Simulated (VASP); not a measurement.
Wanted: the native input for a VASP 6.6.1 run.

| Property | Result |
| --- | --- |
| Task | single point |
| Functional | PBE |
| Potentials or basis | VASP PAW PBE potentials, release 64 (Zn, S) |
| Cutoff | 500 eV |
| k mesh | 4 × 4 × 4 |
| Occupations | gaussian, width 0.01 eV |
| Spin | no spin polarisation |
| Dipole correction | no |
| Further INCAR settings | ALGO = Normal; EDIFF = 1e-06; NBANDS = 16 |

The structure of ZnS lies in POSCAR:

```
ZnS
1.0
    0.0000000000      2.6497804200      2.6497804200
    2.6497804200      0.0000000000      2.6497804200
    2.6497804200      2.6497804200      0.0000000000
Zn S
1 1
Direct
    0.0000000000      0.0000000000      0.0000000000
    0.2500000000      0.2500000000      0.2500000000
```

These files were run (other wordings do the same):

INCAR

```
SYSTEM = ZnS
ALGO     = Normal         ! electronic algorithm
EDIFF    = 1E-6           ! SCF threshold, eV
ENCUT    = 500            ! plane-wave cutoff, eV
GGA      = PE             ! functional
GGA_COMPAT= .False.      
ISIF     = 2              ! what is computed and relaxed
ISMEAR   = 0              ! smearing method
LASPH    = .True.         ! aspherical terms in the spheres
LCHARG   = .False.        ! write CHGCAR
LREAL    = .False.        ! projectors in reciprocal space
LWAVE    = .False.        ! write WAVECAR
NBANDS   = 16             ! bands
NELM     = 120            ! most SCF steps
PREC     = Accurate       ! precision mode
SIGMA    = 0.01           ! smearing width, eV
```

KPOINTS

```
k-points
0
Gamma
  4 4 4
  0 0 0
```

Potentials or basis: VASP PAW PBE potentials, release 64 (Zn, S).

The run is started by

```console
$ cat potpaw_PBE.64/Zn/POTCAR potpaw_PBE.64/S/POTCAR > POTCAR
$ mpirun -np 1 vasp_std > vasp.out
```

Results of the run:

```yaml
Pressure: 7.2 GPa
Band_gap_on_the_k_mesh: 2.37 eV, direct
```

Caveat: the k points lie up to 0.51 Å⁻¹ apart.

It took 4.2 s on 1 thread of Intel(R) Xeon(R) 6975P-C (Granite Rapids), on a shared host, peak memory 0.14 GiB.
